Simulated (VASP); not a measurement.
A run of VASP 6.6.1 is set up as follows.

The input INCAR:

```
  ALGO = Normal
  DIPOL = 0.5 0.5 0.500
  EDIFF = 1E-7
  EDIFFG = -0.03
  ENCUT = 520
  GGA = PE
  IBRION = 2
  IDIPOL = 3
  ISIF = 2
  ISMEAR = 0
  ISPIN = 2
  KPAR = 2
  LASPH = True
  LCHARG = False
  LDIPOL = True
  LMAXMIX = 4
  LORBIT = 11
  LREAL = False
  LWAVE = False
  MAGMOM = 0.75 0.75 0.75
  NELM = 150
  NSW = 70
  PREC = Accurate
  SIGMA = 0.1
```

File KPOINTS:

```
k-points
0
Gamma
  12 12 1
```

The input POSCAR:

```
Ni
1.0
    2.4882329014      0.0000000000      0.0000000000
   -1.2441164507      2.1548729031      0.0000000000
    0.0000000000      0.0000000000     18.0632673130
Ni
3
Selective dynamics
Direct
    0.6666666667      0.3333333333      0.3875267901  F F F
    0.3333333333      0.6666666667      0.5000000000  T T T
    0.0000000000      0.0000000000      0.6124732099  T T T
```

Potentials or basis: VASP PAW PBE potentials, release 64 (Ni).

Launch:

```console
$ cat potpaw_PBE.64/Ni/POTCAR > POTCAR
$ mpirun -np 2 vasp_std > vasp.out
```

(1) Predict the energy gained by relaxing.

(2) What does it give for the site moments?

(3) What does it give for the net moment?

Results:

(1) 2.6 meV/atom.

(2) Ni +0.72, +0.77, +0.73 μB.

(3) 2.19 μB per cell.
